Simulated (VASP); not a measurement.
# BiO5 (P2/m) in VASP: single point with PBE

Aim: the single point of BiO5 with PBE.

Program: VASP 6.6.1. These are calculated values, not measurements. Logs are shortened: lines on timing, memory, paths and dates and some standing lists are left out, and cuts for length are marked.

**1. The cell of the first run**

The structure is monoclinic, space group P2/m (No. 10). The conventional cell has a = 3.374 Å, b = 3.615 Å, c = 6.687 Å, α = 90.00°, β = 102.28°, γ = 90.00°. Within 3.4 Å of Bi (site symmetry 2/m) lie 16 O at 2.43 to 3.26 Å and 2 Bi at 3.37 Å. O (site symmetry m) has 3 O at 1.82 to 1.83 Å within 2.4 Å. Within 2.6 Å of O (site symmetry m) lie 4 O at 1.83 to 2.55 Å and 2 Bi at 2.43 to 2.51 Å. O (site symmetry 2/m) has 6 O at 1.82 to 2.55 Å and 4 Bi at 2.47 Å within 2.6 Å.

The cell was built from a structure type or drawn by symmetry, and may not be a known phase.

**2. Single point, PBE**

INCAR

```
PREC     = Accurate       # precision mode
ENCUT    = 600            # plane-wave cutoff, eV
EDIFF    = 1E-6           # SCF threshold, eV
ISMEAR   = 0              # smearing method
SIGMA    = 0.2            # smearing width, eV
LREAL    = F              # projectors in reciprocal space
LASPH    = T              # aspherical terms in the spheres
NELM     = 120            # most SCF steps
ALGO     = Normal         # electronic algorithm
ISIF     = 2              # what is computed and relaxed
LWAVE    = F              # write WAVECAR
LCHARG   = F              # write CHGCAR
GGA      = PE             # functional
NBANDS   = 32             # bands
GGA_COMPAT= F
```

KPOINTS

```
Automatic mesh
0
Gamma
  4 5 3
```

POSCAR

```
BiO5
1.0
    3.3728680322      0.0000000000     -0.0801427314
    0.0000000000      3.6150621070      0.0000000000
   -1.2664079854      0.0000000000      6.5654986425
Bi O
1 5
Direct
    0.0000000000      0.0000000000      0.0000000000
   -0.2792333407      0.5000000000      0.2732168392
    0.6336168920      0.0000000000      0.2755194944
    1.2792333407      0.5000000000      0.7267831608
    0.3663831080      0.0000000000      0.7244805056
    0.5000000000      0.5000000000      0.0000000000
```

Potentials or basis: VASP PAW PBE potentials, release 64 (Bi_d, O).

Run with:

```console
$ cat potpaw_PBE.64/Bi_d/POTCAR potpaw_PBE.64/O/POTCAR > POTCAR
$ mpirun -np 1 vasp_std > vasp.out
```

OUTCAR:

```text
PREC = Accurate
   ENCUT = 600
   EDIFF = 1E-6
   ISMEAR = 0
   LREAL = F
   LASPH = T
   NELM = 120
   ISIF = 2
   GGA = PE

 ion  position               nearest neighbor table
   1  0.000  0.000  0.000-   3 2.43   5 2.43   6 2.47   6 2.47   6 2.47   6 2.47   3 2.51   5 2.51
                             2 2.87   4 2.87   2 2.87   4 2.87
   2  0.721  0.500  0.273-   6 1.82   3 1.83   3 1.83   1 2.87   1 2.87
   3  0.634  0.000  0.276-   2 1.83   2 1.83   1 2.43   1 2.51
   4  0.279  0.500  0.727-   6 1.82   5 1.83   5 1.83   1 2.87   1 2.87
   5  0.366  0.000  0.724-   4 1.83   4 1.83   1 2.43   1 2.51
   6  0.500  0.500  0.000-   2 1.82   4 1.82   1 2.47   1 2.47   1 2.47   1 2.47

  LATTYP: Found a simple monoclinic cell.
 ALAT       =     3.3738200337
 B/A-ratio  =     1.0715041321
 C/A-ratio  =     1.9818842804
 COS(beta)  =    -0.2126680651

  Lattice vectors:

 A1 = (   3.3728680322,   0.0000000000,  -0.0801427314)
 A2 = (   0.0000000000,   3.6150621070,   0.0000000000)
 A3 = (  -1.2664079854,   0.0000000000,   6.5654986425)

Analysis of symmetry for initial positions (statically):
=====================================================================
 Subroutine PRICEL returns:
 Original cell was already a primitive cell.

 Routine SETGRP: Setting up the symmetry group for a
 simple monoclinic supercell.

 Subroutine GETGRP returns: Found  4 space group operations
 (whereof  4 operations were pure point group operations)
 out of a pool of  4 trial point group operations.

The static configuration has the point symmetry C_2h.

Analysis of symmetry for dynamics (positions and initial velocities):
=====================================================================
 Subroutine PRICEL returns:
 Original cell was already a primitive cell.

 Routine SETGRP: Setting up the symmetry group for a
 simple monoclinic supercell.

 Subroutine GETGRP returns: Found  4 space group operations
 (whereof  4 operations were pure point group operations)
 out of a pool of  4 trial point group operations.

The dynamic configuration has the point symmetry C_2h.

 Subroutine INISYM returns: Found  4 space group operations
 (whereof  4 operations are pure point group operations),
 and found     1 'primitive' translations

----------------------------------------------------------------------------------------

                                     Primitive cell

  volume of cell :      79.6871

  direct lattice vectors                    reciprocal lattice vectors
     3.372868032  0.000000000 -0.080142731     0.297848689  0.000000000  0.057451532
     0.000000000  3.615062107  0.000000000     0.000000000  0.276620420  0.000000000
    -1.266407985  0.000000000  6.565498642     0.003635734  0.000000000  0.153012646

  length of vectors
     3.373820034  3.615062107  6.686520890     0.303338953  0.276620420  0.153055835

  position of ions in fractional coordinates (direct lattice)
     0.000000000  0.000000000  0.000000000
     0.720766659  0.500000000  0.273216839
     0.633616892  0.000000000  0.275519494
     0.279233341  0.500000000  0.726783161
     0.366383108  0.000000000  0.724480506
     0.500000000  0.500000000  0.000000000

  ion indices of the primitive-cell ions
   primitive index   ion index
                 1           1
                 2           2
                 3           3
                 4           4
                 5           5
                 6           6

----------------------------------------------------------------------------------------

 KPOINTS: Automatic mesh

Automatic generation of k-mesh.
 Grid dimensions read from file:
 generate k-points for:    4    5    3

 Generating k-lattice:

  Cartesian coordinates                     Fractional coordinates (reciprocal lattice)
     0.074462172  0.000000000  0.014362883     0.250000000  0.000000000  0.000000000
     0.000000000  0.055324084  0.000000000     0.000000000  0.200000000  0.000000000
     0.001211911  0.000000000  0.051004215    -0.000000000  0.000000000  0.333333333

  Length of vectors
     0.075834738  0.055324084  0.051018612

  Shift w.r.t. Gamma in fractional coordinates (k-lattice)
     0.000000000  0.000000000  0.000000000

 Subroutine IBZKPT returns following result:
 ===========================================

 Found     21 irreducible k-points:

 Following reciprocal coordinates:
            Coordinates               Weight
  0.000000  0.000000  0.000000      1.000000
  0.250000  0.000000  0.000000      2.000000
  0.500000  0.000000  0.000000      1.000000
  0.000000  0.200000  0.000000      2.000000
  0.250000  0.200000  0.000000      4.000000
  0.500000  0.200000  0.000000      2.000000
[... 13 lines left out ...]
  0.500000  0.400000  0.333333      4.000000
 -0.250000  0.400000  0.333333      4.000000
   k-points           NKPTS =     21   k-points in BZ     NKDIM =     21   number of bands    NBANDS=     32
   number of dos      NEDOS =    301   number of ions     NIONS =      6
   total plane-waves  NPLWV =  45360
   dimension x,y,z NGX =    28 NGY =   30 NGZ =   54
   dimension x,y,z NGXF=    56 NGYF=   60 NGZF=  108
   ions per type =               1   5
   NGX,Y,Z   is equivalent  to a cutoff of  13.80, 13.80, 13.43 a.u.
   NGXF,Y,Z  is equivalent  to a cutoff of  27.59, 27.59, 26.85 a.u.
 SYSTEM =  unknown system
   PREC   = accura    normal or accurate (medium, high low for compatibility)
   ISTART =      0    job   : 0-new  1-cont  2-samecut
   ICHARG =      2    charge: 1-file 2-atom 10-const
   ISPIN  =      1    spin polarized calculation?
   LNONCOLLINEAR =      F non collinear calculations
   LSORBIT =      F    spin-orbit coupling
   LASPH  =      T    aspherical Exc in radial PAW
   ENCUT  =  600.0 eV  44.10 Ry    6.64 a.u.   6.74  7.22 13.35*2*pi/ulx,y,z
   NELM   =    120;   NELMIN=  2; NELMDL= -5     # of ELM steps
   EDIFF  = 0.1E-05   stopping-criterion for ELM
   LREAL  =      F    real-space projection
   EDIFFG = 0.1E-04   stopping-criterion for IOM
   NSW    =      0    number of steps for IOM
   IBRION =     -1    ionic relax: 0-MD 1-quasi-New 2-CG
   NFREE  =      0    steps in history (QN), initial steepest desc. (CG)
   ISIF   =      2    stress and relaxation
   ISYM   =      2    0-nonsym 1-usesym 2-fastsym
   POTIM  = 0.5000    time-step for ionic-motion
   TEBEG  =    0.0;   TEEND  =   0.0 temperature during run
   PSTRESS=    0.0 pullay stress
   NELECT =      45.0000    total number of electrons
   NUPDOWN=      -1.0000    fix difference up-down
   EMIN   =  10.00;   EMAX   =-10.00  energy-range for DOS
   EFERMI =   0.00;   METHOD = LEGACY
   ISMEAR =     0;   SIGMA  =   0.20  broadening in eV -4-tet -1-fermi 0-gaus
   EFERMI_NEDOS =   21; number of points for ismear=-14 and -15
   IALGO  =     38    algorithm
   IMIX   =      4    mixing-type and parameters
     AMIX     =   0.40;   BMIX     =  1.00
     AMIX_MAG =   1.60;   BMIX_MAG =  1.00
  volume/ion in A,a.u.               =      13.28        89.63
  Fermi-wavevector in a.u.,A,eV,Ry     =   1.353162  2.557105 24.912906  1.831047
  Thomas-Fermi vector in A             =   2.480440
   LORBIT       =      0    0 simple, 1 ext, 2 COOP (PROOUT), +10 PAW based schemes
   GGA     = PE    functional components
   LHFCALC =     F    Hartree Fock is set to
   AEXX    =    0.0000 exact exchange contribution
   IVDW    =     0    specifies the selected vdW correction
   LEPSILON=     F    determine dielectric tensor
   LRPA    =     F    only Hartree local field effects (RPA)
 non-spin polarized calculation
 Gauss-broadening in eV      SIGMA  =   0.20
  energy-cutoff  :      600.00
  volume of cell :       79.69
 maximum number of plane-waves:      2680
 NGX is ok and might be reduce to    28
   NGX = 13   NGY = 15   NGZ = 27

 number of electron      44.9999996 magnetization

 Free energy of the ion-electron system (eV)
  ---------------------------------------------------
  ext. energy  EPLUGINS =         0.00000000
  ---------------------------------------------------
  free energy    TOTEN  =       -25.80797930 eV

  energy without entropy =      -25.76319694  energy(sigma->0) =      -25.78558812

 E-fermi :   2.5371     XC(G=0):  -9.9445

 val. band max:        2.4514774807   @ k =   0.0000   0.0000   0.3333
 cond. band min:       2.5885185319   @ k =   0.5000   0.2000   0.3333
 fundamental gap:      0.1370410513
 Fermi energy:         2.5370573322

 k-point     1 :       0.0000    0.0000    0.0000
  band No.  band energies     occupation
      1     -20.3817      2.00000
      2     -20.2425      2.00000
      3     -20.1808      2.00000
      4     -20.1344      2.00000
      5     -20.0393      2.00000
      6     -18.2865      2.00000
[... 24 lines left out ...]
     31      12.3013      0.00000
     32      16.4778      0.00000

 k-point     2 :       0.2500    0.0000    0.0000
  band No.  band energies     occupation
      1     -20.3334      2.00000
      2     -20.1840      2.00000
      3     -20.1756      2.00000
      4     -20.1482      2.00000
      5     -20.1216      2.00000
      6     -18.1161      2.00000
[... 24 lines left out ...]
     31      14.0275      0.00000
     32      15.5082      0.00000

 k-point     3 :       0.5000    0.0000    0.0000
  band No.  band energies     occupation
      1     -20.2882      2.00000
      2     -20.2488      2.00000
      3     -20.2312      2.00000
      4     -20.1722      2.00000
      5     -19.9998      2.00000
      6     -17.9204      2.00000
[... 24 lines left out ...]
     31      14.4469      0.00000
     32      16.1195      0.00000

 k-point     4 :       0.0000    0.2000    0.0000
  band No.  band energies     occupation
      1     -20.3429      2.00000
      2     -20.2107      2.00000
      3     -20.1975      2.00000
      4     -20.1540      2.00000
      5     -20.0368      2.00000
      6     -18.0547      2.00000
[... 549 lines left out ...]
     31      14.8726      0.00000
     32      15.3760      0.00000

 k-point    20 :       0.5000    0.4000    0.3333
  band No.  band energies     occupation
      1     -20.5028      2.00000
      2     -20.2108      2.00000
      3     -20.2028      2.00000
      4     -20.1793      2.00000
      5     -19.9941      2.00000
      6     -16.9012      2.00000
[... 24 lines left out ...]
     31      15.3531      0.00000
     32      15.8654      0.00000

 k-point    21 :      -0.2500    0.4000    0.3333
  band No.  band energies     occupation
      1     -20.3580      2.00000
      2     -20.2209      2.00000
      3     -20.2131      2.00000
      4     -20.1236      2.00000
      5     -20.0858      2.00000
      6     -17.2040      2.00000
[... 24 lines left out ...]
     31      14.2184      0.00000
     32      15.7531      0.00000

------------------------ aborting loop because EDIFF is reached ----------------------------------------

  FORCE on cell =-STRESS in cart. coord.  units (eV):
  Direction    XX          YY          ZZ          XY          YZ          ZX
  --------------------------------------------------------------------------------------
  -------------------------------------------------------------------------------------
  Total        0.0841775     -0.0907129      0.1923157      0.0000000      0.0000000     -0.0254143
  in kB        1.6924608     -1.8238624      3.8666735      0.0000000      0.0000000     -0.5109766
  external PRESSURE =       1.2450906 kB  Pullay stress =       0.0000000 kB

 VOLUME and BASIS-vectors are now :
 -----------------------------------------------------------------------------
  energy-cutoff  :      600.00
  volume of cell :       79.69
      direct lattice vectors                 reciprocal lattice vectors
     3.372868032  0.000000000 -0.080142731     0.297848689  0.000000000  0.057451532
     0.000000000  3.615062107  0.000000000     0.000000000  0.276620420  0.000000000
    -1.266407985  0.000000000  6.565498642     0.003635734  0.000000000  0.153012646

 POSITION                                       TOTAL-FORCE (eV/Angst)
 -----------------------------------------------------------------------------------
      0.00000      0.00000      0.00000         0.000000     -0.000000      0.000000
      2.08505      1.80753      1.73604         0.003107      0.000000      0.023848
      1.78819      0.00000      1.75814        -0.003578     -0.000000      0.032314
      0.02141      1.80753      4.74932        -0.003107     -0.000000     -0.023848
      0.31827      0.00000      4.72721         0.003578     -0.000000     -0.032314
      1.68643      1.80753     -0.04007        -0.000000     -0.000000      0.000000
 -----------------------------------------------------------------------------------
    total drift:                                0.000000      0.000000     -0.000000

  FREE ENERGIE OF THE ION-ELECTRON SYSTEM (eV)
  ---------------------------------------------------
  free  energy   TOTEN  =       -25.8079793038 eV

  energy  without entropy=      -25.7631969442  energy(sigma->0) =      -25.78558812
```

It took 28 s on 1 thread of Intel Xeon 6975P-C (Granite Rapids), shared host; peak memory 0.22 GiB.

Results:

- Free energy: -25.8080 eV
- Pressure: 0.1 GPa
- Largest force: 0.033 eV/Å
- Band gap on the k mesh: zero (an odd number of electrons rules out a gap without spin polarisation)

Forces in eV/Å, atoms in the order of the input:
```
Bi   0.000  0.000  0.000
O    0.003  0.000  0.024
O   -0.004  0.000  0.032
O   -0.003  0.000 -0.024
O    0.004  0.000 -0.032
O    0.000  0.000  0.000
```

Stress tensor (GPa, compression positive):
```
 0.17  0.00 -0.05
 0.00 -0.18  0.00
-0.05  0.00  0.39
```

Levels at points of the mesh, in eV from the Fermi level:
```csv
k point,band 19,band 20,band 21,band 22,band 23,band 24,band 25,band 26
"(0.00, 0.00, 0.00)",-2.27,-1.27,-0.15,-0.15,0.21,2.48,3.92,4.34
"(0.50, 0.00, 0.00)",-2.00,-1.04,-0.61,-0.54,0.56,2.37,3.27,3.87
```

Caveat: the k points lie up to 0.48 Å⁻¹ apart, too coarse for converged energies and pressures of a metal; spin-orbit coupling is left out, which moves the levels of the heavy elements; an odd number of electrons without spin polarisation forces a metal; a magnetic or distorted state may lie lower.
